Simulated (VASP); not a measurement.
# Pb (Fm-3m) in VASP: notebook

Pb is run at these levels: PBEsol; tasks: single point.

Everything below comes from runs of VASP 6.6.1. Logs are shortened: lines on timing, memory, paths and dates and some standing lists are left out, and cuts for length are marked.

**1. The cell of the first run**

Symmetry: Fm-3m, No. 225, cubic system. The conventional cell has a = 4.864 Å, b = 4.864 Å, c = 4.864 Å, α = 90.00°, β = 90.00°, γ = 90.00°. Within 4.5 Å of Pb (site symmetry m-3m) lie 12 Pb at 3.44 Å.

**2. Single point, PBEsol (volume scaled by 0.960)**

INCAR

```
ALGO = Normal ; EDIFF = 1E-6
ENCUT = 520 ; GGA = PS
ISIF = 2 ; ISMEAR = 0
LASPH = T ; LCHARG = T
LELF = T ; LREAL = F
LVHAR = T ; LWAVE = F
NBANDS = 13 ; NELM = 100
PREC = Accurate ; SIGMA = 0.05
```

KPOINTS

```
k-points
0
Gamma
  16 16 16
```

POSCAR

```
Pb
1.0
    0.0000000000      2.4317701290      2.4317701290
    2.4317701290      0.0000000000      2.4317701290
    2.4317701290      2.4317701290      0.0000000000
Pb
1
Direct
    0.0000000000      0.0000000000      0.0000000000
```

Potentials or basis: VASP PAW PBE potentials, release 64 (Pb_d).

The run is started by

```console
> cat potpaw_PBE.64/Pb_d/POTCAR > POTCAR
> mpirun -np 1 vasp_std > vasp.out
```

OUTCAR:

```text
EDIFF = 1E-6
   ENCUT = 520
   GGA = PS
   ISIF = 2
   ISMEAR = 0
   LASPH = T
   LREAL = F
   NELM = 100
   PREC = Accurate

 ion  position               nearest neighbor table
   1  0.000  0.000  0.000-

  LATTYP: Found a face centered cubic cell.
 ALAT       =     4.8635402580

  Lattice vectors:

 A1 = (   0.0000000000,   2.4317701290,   2.4317701290)
 A2 = (   2.4317701290,   0.0000000000,   2.4317701290)
 A3 = (   2.4317701290,   2.4317701290,   0.0000000000)

Analysis of symmetry for initial positions (statically):
=====================================================================
 Subroutine PRICEL returns:
 Original cell was already a primitive cell.

 Routine SETGRP: Setting up the symmetry group for a
 face centered cubic supercell.

 Subroutine GETGRP returns: Found 48 space group operations
 (whereof 48 operations were pure point group operations)
 out of a pool of 48 trial point group operations.

The static configuration has the point symmetry O_h .

Analysis of symmetry for dynamics (positions and initial velocities):
=====================================================================
 Subroutine PRICEL returns:
 Original cell was already a primitive cell.

 Routine SETGRP: Setting up the symmetry group for a
 face centered cubic supercell.

 Subroutine GETGRP returns: Found 48 space group operations
 (whereof 48 operations were pure point group operations)
 out of a pool of 48 trial point group operations.

The dynamic configuration has the point symmetry O_h .

 Subroutine INISYM returns: Found 48 space group operations
 (whereof 48 operations are pure point group operations),
 and found     1 'primitive' translations

----------------------------------------------------------------------------------------

                                     Primitive cell

  volume of cell :      28.7606

  direct lattice vectors                    reciprocal lattice vectors
     0.000000000  2.431770129  2.431770129    -0.205611540  0.205611540  0.205611540
     2.431770129  0.000000000  2.431770129     0.205611540 -0.205611540  0.205611540
     2.431770129  2.431770129  0.000000000     0.205611540  0.205611540 -0.205611540

  length of vectors
     3.439042297  3.439042297  3.439042297     0.356129633  0.356129633  0.356129633

  position of ions in fractional coordinates (direct lattice)
     0.000000000  0.000000000  0.000000000

  ion indices of the primitive-cell ions
   primitive index   ion index
                 1           1

----------------------------------------------------------------------------------------

 KPOINTS: k-points

Automatic generation of k-mesh.
 Grid dimensions read from file:
 generate k-points for:   16   16   16

 Generating k-lattice:

  Cartesian coordinates                     Fractional coordinates (reciprocal lattice)
    -0.012850721  0.012850721  0.012850721     0.062500000  0.000000000  0.000000000
     0.012850721 -0.012850721  0.012850721     0.000000000  0.062500000  0.000000000
     0.012850721  0.012850721 -0.012850721     0.000000000  0.000000000  0.062500000

  Length of vectors
     0.022258102  0.022258102  0.022258102

  Shift w.r.t. Gamma in fractional coordinates (k-lattice)
     0.000000000  0.000000000  0.000000000

 Subroutine IBZKPT returns following result:
 ===========================================

 Found    145 irreducible k-points:

 Following reciprocal coordinates:
            Coordinates               Weight
  0.000000  0.000000  0.000000      1.000000
  0.062500  0.000000  0.000000      8.000000
  0.125000  0.000000  0.000000      8.000000
  0.187500  0.000000  0.000000      8.000000
  0.250000  0.000000  0.000000      8.000000
  0.312500  0.000000  0.000000      8.000000
[... 16 lines left out ...]
 -0.125000  0.062500  0.000000     24.000000
 -0.062500  0.062500  0.000000     12.000000
 [... further k-points ...]
   k-points           NKPTS =    145   k-points in BZ     NKDIM =    145   number of bands    NBANDS=     13
   number of dos      NEDOS =    301   number of ions     NIONS =      1
   total plane-waves  NPLWV =  21952
   dimension x,y,z NGX =    28 NGY =   28 NGZ =   28
   dimension x,y,z NGXF=    56 NGYF=   56 NGZF=   56
   ions per type =               1
   NGX,Y,Z   is equivalent  to a cutoff of  13.54, 13.54, 13.54 a.u.
   NGXF,Y,Z  is equivalent  to a cutoff of  27.07, 27.07, 27.07 a.u.
 SYSTEM =  unknown system
   PREC   = accura    normal or accurate (medium, high low for compatibility)
   ISTART =      0    job   : 0-new  1-cont  2-samecut
   ICHARG =      2    charge: 1-file 2-atom 10-const
   ISPIN  =      1    spin polarized calculation?
   LNONCOLLINEAR =      F non collinear calculations
   LSORBIT =      F    spin-orbit coupling
   LASPH  =      T    aspherical Exc in radial PAW
   ENCUT  =  520.0 eV  38.22 Ry    6.18 a.u.   6.39  6.39  6.39*2*pi/ulx,y,z
   NELM   =    100;   NELMIN=  2; NELMDL= -5     # of ELM steps
   EDIFF  = 0.1E-05   stopping-criterion for ELM
   LREAL  =      F    real-space projection
   EDIFFG = 0.1E-04   stopping-criterion for IOM
   NSW    =      0    number of steps for IOM
   IBRION =     -1    ionic relax: 0-MD 1-quasi-New 2-CG
   NFREE  =      0    steps in history (QN), initial steepest desc. (CG)
   ISIF   =      2    stress and relaxation
   ISYM   =      2    0-nonsym 1-usesym 2-fastsym
   POTIM  = 0.5000    time-step for ionic-motion
   TEBEG  =    0.0;   TEEND  =   0.0 temperature during run
   PSTRESS=    0.0 pullay stress
   NELECT =      14.0000    total number of electrons
   NUPDOWN=      -1.0000    fix difference up-down
   EMIN   =  10.00;   EMAX   =-10.00  energy-range for DOS
   EFERMI =   0.00;   METHOD = LEGACY
   ISMEAR =     0;   SIGMA  =   0.05  broadening in eV -4-tet -1-fermi 0-gaus
   EFERMI_NEDOS =   21; number of points for ismear=-14 and -15
   IALGO  =     38    algorithm
   IMIX   =      4    mixing-type and parameters
     AMIX     =   0.40;   BMIX     =  1.00
     AMIX_MAG =   1.60;   BMIX_MAG =  1.00
  volume/ion in A,a.u.               =      28.76       194.09
  Fermi-wavevector in a.u.,A,eV,Ry     =   1.287810  2.433607 22.564631  1.658454
  Thomas-Fermi vector in A             =   2.419801
   LORBIT       =      0    0 simple, 1 ext, 2 COOP (PROOUT), +10 PAW based schemes
   GGA     = PS    functional components
   LHFCALC =     F    Hartree Fock is set to
   AEXX    =    0.0000 exact exchange contribution
   IVDW    =     0    specifies the selected vdW correction
   LEPSILON=     F    determine dielectric tensor
   LRPA    =     F    only Hartree local field effects (RPA)
 non-spin polarized calculation
 Gauss-broadening in eV      SIGMA  =   0.05
  energy-cutoff  :      520.00
  volume of cell :       28.76
 maximum number of plane-waves:       787
 NGX is ok and might be reduce to    28
   NGX = 13   NGY = 13   NGZ = 13

 number of electron      14.0000000 magnetization

 Free energy of the ion-electron system (eV)
  ---------------------------------------------------
  ext. energy  EPLUGINS =         0.00000000
  ---------------------------------------------------
  free energy    TOTEN  =        -3.99363466 eV

  energy without entropy =       -3.99321009  energy(sigma->0) =       -3.99342238

 E-fermi :   7.7714     XC(G=0): -10.5981

 val. band max:        7.7206208996   @ k =  -0.4375   0.3750   0.1875
 cond. band min:       7.8159488959   @ k =  -0.3750   0.2500   0.0000
 fundamental gap:      0.0953279963
 Fermi energy:         7.7714481670

 k-point     1 :       0.0000    0.0000    0.0000
  band No.  band energies     occupation
      1      -9.3241      2.00000
      2      -9.3241      2.00000
      3      -9.3241      2.00000
      4      -9.1573      2.00000
      5      -9.1573      2.00000
      6      -4.4338      2.00000
      7      15.5417      0.00000
      8      15.5417      0.00000
      9      15.5417      0.00000
     10      17.4988      0.00000
     11      19.7027      0.00000
     12      20.5870      0.00000
     13      20.5870      0.00000

 k-point     2 :       0.0625    0.0000    0.0000
  band No.  band energies     occupation
      1      -9.3245      2.00000
      2      -9.3173      2.00000
      3      -9.3173      2.00000
      4      -9.1579      2.00000
      5      -9.1579      2.00000
      6      -4.3543      2.00000
      7      14.5357      0.00000
      8      15.4404      0.00000
      9      15.4404      0.00000
     10      17.3423      0.00000
     11      20.0963      0.00000
     12      20.7652      0.00000
     13      20.7652      0.00000

 k-point     3 :       0.1250    0.0000    0.0000
  band No.  band energies     occupation
      1      -9.3262      2.00000
      2      -9.3007      2.00000
      3      -9.3007      2.00000
      4      -9.1570      2.00000
      5      -9.1570      2.00000
      6      -4.1152      2.00000
      7      12.5943      0.00000
      8      15.1737      0.00000
      9      15.1737      0.00000
     10      17.1521      0.00000
     11      20.6566      0.00000
     12      21.2476      0.00000
     13      21.2480      0.00000
[... 305 lines left out ...]
 k-point    23 :      -0.1250    0.0625    0.0000
  band No.  band energies     occupation
      1      -9.3304      2.00000
      2      -9.2907      2.00000
      3      -9.2852      2.00000
      4      -9.1708      2.00000
      5      -9.1403      2.00000
      6      -3.9291      2.00000
      7      11.8776      0.00000
      8      13.7989      0.00000
      9      15.5862      0.00000
     10      17.4578      0.00000
     11      20.0985      0.00000
     12      20.7986      0.00000
     13      20.8081      0.00000

 k-point    24 :      -0.0625    0.0625    0.0000
  band No.  band energies     occupation
      1      -9.3279      2.00000
      2      -9.3091      2.00000
      3      -9.3020      2.00000
      4      -9.1656      2.00000
      5      -9.1513      2.00000
      6      -4.2217      2.00000
      7      13.6637      0.00000
      8      14.4825      0.00000
      9      15.6449      0.00000
     10      17.3659      0.00000
     11      20.1671      0.00000
     12      20.6657      0.00000
     13      21.3696      0.00000

 [... further k-points ...]

------------------------ aborting loop because EDIFF is reached ----------------------------------------

  FORCE on cell =-STRESS in cart. coord.  units (eV):
  Direction    XX          YY          ZZ          XY          YZ          ZX
  --------------------------------------------------------------------------------------
  -------------------------------------------------------------------------------------
  Total        0.3847599      0.3847599      0.3847599     -0.0000000      0.0000000     -0.0000000
  in kB       21.4339811     21.4339811     21.4339811     -0.0000000      0.0000000     -0.0000000
  external PRESSURE =      21.4339811 kB  Pullay stress =       0.0000000 kB

 VOLUME and BASIS-vectors are now :
 -----------------------------------------------------------------------------
  energy-cutoff  :      520.00
  volume of cell :       28.76
      direct lattice vectors                 reciprocal lattice vectors
     0.000000000  2.431770129  2.431770129    -0.205611540  0.205611540  0.205611540
     2.431770129  0.000000000  2.431770129     0.205611540 -0.205611540  0.205611540
     2.431770129  2.431770129  0.000000000     0.205611540  0.205611540 -0.205611540

 POSITION                                       TOTAL-FORCE (eV/Angst)
 -----------------------------------------------------------------------------------
      0.00000      0.00000      0.00000         0.000000      0.000000      0.000000
 -----------------------------------------------------------------------------------
    total drift:                               -0.000000     -0.000000     -0.000000

  FREE ENERGIE OF THE ION-ELECTRON SYSTEM (eV)
  ---------------------------------------------------
  free  energy   TOTEN  =        -3.9936346630 eV

  energy  without entropy=       -3.9932100878  energy(sigma->0) =       -3.99342238
```

Run time: 30 s. Hardware: 1 thread of Intel Xeon Platinum 8375C at 2.90GHz (Ice Lake), shared host; peak memory 0.19 GiB.

Results:

* Free energy: -3.9936 eV
* Pressure: 2.1 GPa
* Band gap on the k mesh: zero (band 7 reaches 15.54 eV, above the bottom of band 8 at 5.88 eV)

Levels at points of the mesh, in eV from the Fermi level:
| k point | band 3 | band 4 | band 5 | band 6 | band 7 | band 8 | band 9 | band 10 | band 11 | band 12 |
| --- | --- | --- | --- | --- | --- | --- | --- | --- | --- | --- |
| (0.00, 0.00, 0.00) | -17.10 | -16.93 | -16.93 | -12.21 | 7.77 | 7.77 | 7.77 | 9.73 | 11.93 | 12.82 |
| (0.50, 0.00, 0.00) | -17.08 | -16.77 | -16.77 | -8.25 | -4.56 | 5.81 | 5.81 | 9.19 | 9.89 | 11.46 |
| (0.50, 0.50, 0.00) | -16.78 | -16.73 | -16.73 | -6.71 | -3.57 | 2.03 | 2.03 | 5.47 | 6.76 | 18.50 |

Caveat: the cell differs from its parent crystal (volume scaled by 0.960); the PAW data sets were made with another functional, which shifts forces and pressure a little; spin-orbit coupling is left out, which moves the levels of the heavy elements.

**3. Single point, PBEsol**

This run uses another cell than the first one, of 29.96 Å³/atom, 1.042 times its volume.

INCAR

```
  ALGO = Fast
  EDIFF = 1E-7
  ENCUT = 520
  GGA = PS
  ISIF = 2
  ISMEAR = 0
  LASPH = T
  LCHARG = F
  LREAL = F
  LWAVE = F
  NBANDS = 13
  NELM = 80
  PREC = Accurate
  SIGMA = 0.05
```

KPOINTS is that of step 2.

POSCAR

```
Pb
1.0
    0.0000000000      2.4650861886      2.4650861886
    2.4650861886      0.0000000000      2.4650861886
    2.4650861886      2.4650861886      0.0000000000
Pb
1
Direct
    0.0000000000      0.0000000000      0.0000000000
```

Potentials or basis: VASP PAW PBE potentials, release 64 (Pb_d).

The run is started by

```console
> cat potpaw_PBE.64/Pb_d/POTCAR > POTCAR
> mpirun -np 1 vasp_std > vasp.out
```

It took 46 s on 1 thread of Intel Xeon Platinum 8375C at 2.90GHz (Ice Lake), shared host; peak memory 0.19 GiB.

The run converged. Its results:

| Item | Value |
| --- | --- |
| Free energy | -4.0018 eV |
| Pressure | -0.1 GPa |
| Band gap on the k mesh | zero (band 7 reaches 14.74 eV, above the bottom of band 8 at 5.51 eV) |

Levels at points of the mesh, in eV from the Fermi level:
```
           k point  band 3  band 4  band 5  band 6  band 7  band 8  band 9  band 10  band 11  band 12
(0.00, 0.00, 0.00)  -17.07  -16.92  -16.92  -11.92    7.44    7.44    7.44     9.70    11.40    12.50
(0.50, 0.00, 0.00)  -17.05  -16.78  -16.78   -8.22   -4.35    5.57    5.57     9.17     9.50    11.20
(0.50, 0.50, 0.00)  -16.79  -16.74  -16.74   -6.77   -3.40    1.98    1.98     5.33     6.62    18.27
```

Caveat: the PAW data sets were made with another functional, which shifts forces and pressure a little; spin-orbit coupling is left out, which moves the levels of the heavy elements.

**4. Single point, PBEsol (volume scaled by 1.040)**

INCAR

```
SYSTEM = Pb
PREC = Accurate ; ENCUT = 520
EDIFF = 1E-7 ; ISMEAR = 0
SIGMA = 0.05 ; LREAL = .False.
LASPH = .True. ; NELM = 100
ALGO = Normal ; ISIF = 2
LWAVE = .False. ; LCHARG = .True.
GGA = PS ; LELF = .True.
LVHAR = .True. ; NBANDS = 13
```

KPOINTS

```
regular mesh
0
Gamma
  16 16 16
  0 0 0
```

POSCAR

```
Pb
1.0
    0.0000000000      2.4975252532      2.4975252532
    2.4975252532      0.0000000000      2.4975252532
    2.4975252532      2.4975252532      0.0000000000
Pb
1
Direct
    0.0000000000      0.0000000000      0.0000000000
```

The run is started by

```console
> cat potpaw_PBE.64/Pb_d/POTCAR > POTCAR
> mpirun -np 1 vasp_std > vasp.out
```

Wall time 32 s (1 thread of Intel Xeon Platinum 8375C at 2.90GHz (Ice Lake), shared host); peak memory 0.19 GiB.

Results (log left out):

```
Free energy            : -3.9950 eV
Pressure               : -1.9 GPa
Band gap on the k mesh : zero (band 7 reaches 14.00 eV, above the bottom of band 8 at 5.16 eV)
```

Levels at points of the mesh, in eV from the Fermi level:
| k point | band 3 | band 4 | band 5 | band 6 | band 7 | band 8 | band 9 | band 10 | band 11 | band 12 |
| --- | --- | --- | --- | --- | --- | --- | --- | --- | --- | --- |
| (0.00, 0.00, 0.00) | -17.04 | -16.91 | -16.91 | -11.66 | 7.13 | 7.13 | 7.13 | 9.67 | 10.90 | 12.21 |
| (0.50, 0.00, 0.00) | -17.03 | -16.79 | -16.79 | -8.19 | -4.16 | 5.35 | 5.35 | 9.14 | 9.15 | 10.96 |
| (0.50, 0.50, 0.00) | -16.80 | -16.76 | -16.76 | -6.84 | -3.25 | 1.94 | 1.94 | 5.21 | 6.49 | 18.05 |

Caveat: the cell differs from its parent crystal (volume scaled by 1.040); the PAW data sets were made with another functional, which shifts forces and pressure a little; spin-orbit coupling is left out, which moves the levels of the heavy elements.

**5. Overview**

| cell | gap on the mesh (eV) | pressure (GPa) |
| --- | --- | --- |
| a = 3.439 Å, angles 60.0°, 1 atom | none | 2.1 |
| a = 3.486 Å, angles 60.0°, 1 atom | none | -0.1 |
| a = 3.532 Å, angles 60.0°, 1 atom | none | -1.9 |

Alike in all rows: task single point; level PBEsol; potentials or basis VASP PAW PBE potentials, release 64 (Pb_d); no spin polarisation; k mesh 16 × 16 × 16; cutoff (eV) 520; smearing gaussian 0.05 eV.

Caveats: the PAW data sets were made with another functional, which shifts forces and pressure a little; spin-orbit coupling is left out, which moves the levels of the heavy elements.

Total energies depend on the potentials used, so only differences within one code and one set of settings carry meaning.
